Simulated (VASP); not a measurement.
# SiC (CsCl type) (Pm-3m) in VASP: a series of runs, part 2 of 2

VASP 6.6.1. Earlier steps stand in the parts before.

**3. Single point, PBE**

File INCAR:

```
SYSTEM = SiC
PREC = Accurate
ENCUT = 520
EDIFF = 1E-6
ISMEAR = -1
SIGMA = 0.08
LREAL = .False.
LASPH = .True.
NELM = 60
ALGO = Normal
ISIF = 2
LWAVE = .False.
LCHARG = .False.
GGA = PE
NBANDS = 11
```

File KPOINTS:

```
Automatic mesh
0
Gamma
  14 14 14
  0 0 0
```

File POSCAR:

```
SiC
1.0
    2.6422246878      0.0000000000      0.0000000000
    0.0000000000      2.6422246878      0.0000000000
    0.0000000000      0.0000000000      2.6422246878
Si C
1 1
Direct
    0.0000000000      0.0000000000      0.0000000000
    0.5000000000      0.5000000000      0.5000000000
```

Potentials or basis: VASP PAW PBE potentials, release 64 (Si, C).

Command:

```
$ cat potpaw_PBE.64/Si/POTCAR potpaw_PBE.64/C/POTCAR > POTCAR
$ mpirun -np 1 vasp_std > vasp.out
```

Wall time 21 s (1 thread of Intel Xeon 8259CL, shared host); peak memory 0.13 GiB.

It converged, with:

| Item | Value |
| --- | --- |
| Free energy | -10.9240 eV |
| Pressure | -0.2 GPa |
| Band gap on the k mesh | zero (bands 4 and 5 overlap by 3.97 eV) |

Levels at points of the mesh, in eV from the Fermi level:
| k point | band 1 | band 2 | band 3 | band 4 | band 5 | band 6 | band 7 | band 8 |
| --- | --- | --- | --- | --- | --- | --- | --- | --- |
| (0.00, 0.00, 0.00) | -17.53 | -1.13 | -1.13 | -1.13 | 1.46 | 4.95 | 4.95 | 12.68 |
| (0.50, 0.00, 0.00) | -13.45 | -11.91 | 0.87 | 0.87 | 4.98 | 6.33 | 7.51 | 7.51 |
| (0.50, 0.50, 0.00) | -9.94 | -7.95 | -7.95 | -5.51 | 2.39 | 8.73 | 8.73 | 10.96 |
| (0.50, 0.50, 0.50) | -7.05 | -4.39 | -4.39 | -4.39 | -1.57 | -1.57 | -1.57 | 0.66 |

**4. Relaxation of cell and atoms, PBE, target pressure -0.18 GPa, at which the enthalpy is minimised**

This run uses another cell than the first one, of 7.77 Å³/atom.

File INCAR:

```
SYSTEM = SiC
  PREC = Accurate
  ENCUT = 600
  EDIFF = 1E-6
  ISMEAR = -1
  SIGMA = 0.08
  LREAL = .False.
  LASPH = .True.
  NELM = 60
  ALGO = Normal
  ISIF = 3
  LWAVE = .False.
  LCHARG = .False.
  GGA = PE
  IBRION = 2
  NSW = 60
  EDIFFG = -0.005
  PSTRESS = -1.7999999999999998
```

File KPOINTS:

```
regular mesh
0
Gamma
  14 14 14
  0 0 0
```

File POSCAR:

```
SiC
1.0
    2.4953195698      0.0000000000      0.0000000000
    0.0000000000      2.4953195698      0.0000000000
    0.0000000000      0.0000000000      2.4953195698
Si C
1 1
Direct
    0.0000000000      0.0000000000      0.0000000000
    0.5000000000      0.5000000000      0.5000000000
```

Potentials or basis: VASP PAW PBE potentials, release 64 (Si, C).

Command:

```
$ cat potpaw_PBE.64/Si/POTCAR potpaw_PBE.64/C/POTCAR > POTCAR
$ mpirun -np 1 vasp_std > vasp.out
```

OUTCAR:

```text
SYSTEM = SiC
   PREC = Accurate
   ENCUT = 600
   EDIFF = 1E-6
   ISMEAR = -1
   LREAL = .False.
   LASPH = .True.
   NELM = 60
   ISIF = 3
   GGA = PE
   IBRION = 2
   NSW = 60
   EDIFFG = -0.005
   PSTRESS = -1.7999999999999998

 ion  position               nearest neighbor table
   1  0.000  0.000  0.000-   2 2.16   2 2.16   2 2.16   2 2.16   2 2.16   2 2.16   2 2.16   2 2.16

   2  0.500  0.500  0.500-   1 2.16   1 2.16   1 2.16   1 2.16   1 2.16   1 2.16   1 2.16   1 2.16

  LATTYP: Found a simple cubic cell.
 ALAT       =     2.4953195698

  Lattice vectors:

 A1 = (   2.4953195698,   0.0000000000,   0.0000000000)
 A2 = (   0.0000000000,   2.4953195698,   0.0000000000)
 A3 = (   0.0000000000,   0.0000000000,   2.4953195698)

Analysis of symmetry for initial positions (statically):
=====================================================================
[... 216 lines left out ...]
 cond. band min:       9.6000913523   @ k =   0.3571   0.3571   0.3571
 fundamental gap:      0.0125019863
 Fermi energy:         9.5997400845

 k-point     1 :       0.0000    0.0000    0.0000
  band No.  band energies     occupation
      1      -6.6902      2.00000
      2       8.6209      1.99999
      3       8.6209      1.99999
      4       8.6209      1.99999
      5       9.8010      0.14957
      6      14.7870      0.00000
      7      14.7870      0.00000
      8      20.8005      0.00000
[... 290 lines left out ...]
--------------------------------------- Ionic step        3  -------------------------------------------

 number of electron       8.0000000 magnetization

 Free energy of the ion-electron system (eV)
  ---------------------------------------------------
  ext. energy  EPLUGINS =         0.00000000
  ---------------------------------------------------
  free energy    TOTEN  =       -10.92265825 eV

  energy without entropy =      -10.90663408  energy(sigma->0) =      -10.91464616

 E-fermi :  11.1886     XC(G=0): -12.3912

 val. band max:       11.1576826369   @ k =   0.2857   0.0714   0.0000
 cond. band min:      11.2145226254   @ k =   0.4286   0.0714   0.0000
 fundamental gap:      0.0568399885
 Fermi energy:        11.1886450467

 k-point     1 :       0.0000    0.0000    0.0000
  band No.  band energies     occupation
      1      -6.3434      2.00000
      2      10.0573      2.00000
      3      10.0573      2.00000
      4      10.0573      2.00000
      5      12.6444      0.00000
      6      16.1391      0.00000
      7      16.1391      0.00000
      8      23.8685      0.00000
[... 286 lines left out ...]
  energy  without entropy=      -10.9066340766  energy(sigma->0) =      -10.91464616

  enthalpy is  TOTEN    =       -10.9433868147 eV   P V=       -0.0207285676

 reached required accuracy - stopping structural energy minimisation
```

OSZICAR:

```text
N       E                     dE             d eps       ncg     rms          rms(c)
DAV:   1     0.695072397759E+01    0.69507E+01   -0.47862E+03  2032   0.996E+02
DAV:   2    -0.109638440106E+02   -0.17915E+02   -0.16898E+02  2792   0.105E+02
DAV:   3    -0.111762112706E+02   -0.21237E+00   -0.20665E+00  2304   0.140E+01
[... 21 lines left out ...]
DAV:   3    -0.109259713227E+02    0.12648E-01   -0.73529E-03  2232   0.754E-01    0.341E-01
DAV:   4    -0.109226765973E+02    0.32947E-02   -0.35696E-03  2048   0.410E-01    0.120E-01
DAV:   5    -0.109226608539E+02    0.15743E-04   -0.50156E-05  2560   0.550E-02    0.526E-02
DAV:   6    -0.109226587025E+02    0.21514E-05   -0.73987E-06  2080   0.187E-02    0.375E-03
DAV:   7    -0.109226582471E+02    0.45534E-06   -0.17728E-07  1024   0.437E-03
   3 F= -.10943387E+02 E0= -.10935375E+02  d E =-.330911E+00
```

CONTCAR:

```text
SiC
   1.00000000000000
     2.6424237015694603   -0.0000000000000000   -0.0000000000000000
     0.0000000000000000    2.6424237015694603   -0.0000000000000000
     0.0000000000000000    0.0000000000000000    2.6424237015694603
  Si              C
     1     1
Direct
     0.0000000000000000    0.0000000000000000    0.0000000000000000
     0.5000000000000000    0.5000000000000000    0.5000000000000000

  0.00000000E+00  0.00000000E+00  0.00000000E+00
  0.00000000E+00  0.00000000E+00  0.00000000E+00
```

Run time: 38 s. Hardware: 1 thread of Intel Xeon 8259CL, shared host; peak memory 0.13 GiB.

Results:

* Free energy: -10.9227 eV
* Relaxed volume: 9.23 Å³/atom
* Relaxed cell: a = 2.642 Å, b = 2.642 Å, c = 2.642 Å, α = 90.00°, β = 90.00°, γ = 90.00°
* Space group after relaxing (to 0.1 Å): Pm-3m (No. 221)
* Energy change on relaxing (the run minimises the enthalpy): -163.8 meV/atom
* Ionic steps: 3
* Pressure after relaxing: -0.2 GPa
* Band gap on the k mesh: zero (bands 4 and 5 overlap by 3.97 eV)

Step by step:
```csv
step,energy change (eV),largest force (eV/Å),pressure (GPa),volume (Å³)
1,0.0000,0.0000,42.58,15.54
2,-0.2119,0.0000,-14.60,20.68
3,-0.3276,0.0000,-0.21,18.45
```

Final structure:
```cif
data_structure
_symmetry_space_group_name_H-M 'P 1'
_symmetry_Int_Tables_number 1
_cell_length_a 2.6424
_cell_length_b 2.6424
_cell_length_c 2.6424
_cell_angle_alpha 90.000
_cell_angle_beta 90.000
_cell_angle_gamma 90.000
_cell_volume 18.45
loop_
_atom_site_label
_atom_site_type_symbol
_atom_site_fract_x
_atom_site_fract_y
_atom_site_fract_z
_atom_site_occupancy
Si1 Si 0.00000 0.00000 0.00000 1
C1 C 0.50000 0.50000 0.50000 1
```

Caveat: the cell is relaxed towards a set pressure, so the run minimises the enthalpy, not the energy; the volume moved by over 15 % at a fixed basis, so the end points are rough.
